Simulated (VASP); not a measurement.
Y:

```xyz
2
Lattice="3.6515 0.0000 0.0000 -1.8257 3.1623 0.0000 0.0000 0.0000 5.7474" Properties=species:S:1:pos:R:3 pbc="T T T"
Y     0.0000    2.1082    1.4368
Y     1.8257    1.0541    4.3106
```

Base run:

- Program: VASP 6.6.1
- Functional: PBEsol
- Potentials or basis: VASP PAW PBE potentials, release 64 (Y_sv)
- Cutoff: 520 eV
- k mesh: 12 × 12 × 7
- Occupations: fermi-dirac, width 0.08 eV
- Spin: no spin polarisation

Its results: band gap on the k mesh zero (band 11 reaches 3.69 eV, above the bottom of band 12 at 2.40 eV); pressure -2.3 GPa.

**Question.** After a change of settings the same cell gave: band gap on the k mesh zero (band 11 reaches 3.69 eV, above the bottom of band 12 at 2.37 eV); pressure -4.0 GPa. Which change was it?
A. functional from PBEsol to LDA; potentials or basis from VASP PAW PBE potentials, release 64 (Y_sv) to VASP PAW LDA potentials, release 64 (Y_sv)
B. functional from PBEsol to r2SCAN
C. further incar settings from ALGO = Normal; EDIFF = 1e-08; NBANDS = 18 to ALGO = Normal; EDIFF = 1e-06; NBANDS = 18
D. functional from PBEsol to PBE

**Answer.** A.

Caveats: the PAW data sets were made with another functional, which shifts forces and pressure a little (some runs).
